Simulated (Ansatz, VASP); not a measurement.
One calculation of Te3MoPt, two programs

```
CELL_PARAMETERS angstrom
4.67376 0.00000 0.00000
0.00000 4.67376 0.00000
0.00000 0.00000 5.92397
ATOMIC_POSITIONS crystal
Te 0.50000 0.50000 0.12010
Te 0.00000 0.50000 0.52090
Te 0.50000 0.00000 0.52090
Mo 0.50000 0.50000 0.68000
Pt 0.00000 0.00000 0.00000
```

Change from the starting cell: species swapped into the CeBPt3 type (P4mm, No. 99).

Alike in both runs: task single point; functional PBE; k mesh 4 × 4 × 4; occupations gaussian, width 0.1 eV; no spin polarisation.

```csv
,VASP,Ansatz
version,VASP 6.6.1,Ansatz 0.2.0
potentials or method,"VASP PAW PBE potentials, release 64 (Te, Mo_sv, Pt), cutoff 520 eV","scalar-relativistic, plane waves, PAW"
valence electrons in the cell,42,80
```

|  | VASP | Ansatz | Ansatz less VASP |
| --- | --- | --- | --- |
| gap on the k mesh at the Fermi level (eV) | none | none | - |
| pressure (GPa) | 5.5 | 5.6 | +0.11 |
| traceless stress, the component that is largest in VASP (GPa) | -2.60 | -2.59 | +0.008 |
| rms of the force components (eV/Å) | 1.387 | 1.394 | +0.0067 |

Atom by atom the forces differ by 0.007 eV/Å (rms over components). A gap of «none» marks a metal or a gap that the smearing closes. With one functional, cell and mesh, what is left measures potentials, basis and numerics. VASP's potentials hold 42 valence electrons a cell and Ansatz's 80, so a difference there can come from the potentials and not from the codes.

Neither program's run includes spin-orbit coupling.
